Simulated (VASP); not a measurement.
CoO, 2 atoms in the cell. It takes space group P-6m2 (No. 187, hexagonal). The conventional cell has a = 2.856 Å, b = 2.856 Å, c = 2.788 Å, α = 90.00°, β = 90.00°, γ = 120.00°. Within 2.9 Å of Co (site symmetry -6m2) lie 6 O at 2.16 Å and 8 Co at 2.79 to 2.86 Å. O (site symmetry -6m2) has 6 Co at 2.16 Å and 8 O at 2.79 to 2.86 Å within 2.9 Å. 

* Program: VASP 6.6.1
* Task: single point
* Functional: LDA
* Potentials or basis: VASP PAW LDA potentials, release 64 (Co_sv, O)
* Cutoff: 600 eV
* k mesh: 8 × 8 × 7
* Occupations: gaussian, width 0.05 eV
* Spin: collinear spin, ferromagnetic start
* Starting moments: [3.0, 0.0] μB
* Hubbard terms: Co d U = 2.0 eV
* Dipole correction: no
* Second run: valence_matched
* Further INCAR settings: ALGO = Normal; EDIFF = 1e-06; NBANDS = 22

Potentials or basis: VASP PAW LDA potentials, release 64 (Co_sv, O).

Run with:

```console
$ cat potpaw_LDA.64/Co_sv/POTCAR potpaw_LDA.64/O/POTCAR > POTCAR
$ mpirun -np 1 vasp_std > vasp.out
```

Hardware: 1 thread of Intel(R) Xeon(R) Platinum 8375C CPU @ 2.90GHz (Ice Lake) (shared host).

Task: Estimate the wall time of this run.

Result: It took 28 s on 1 thread of Intel(R) Xeon(R) Platinum 8375C CPU @ 2.90GHz (Ice Lake) (shared host), peak memory 0.15 GiB. Counts: scf iterations 17, k points 40.
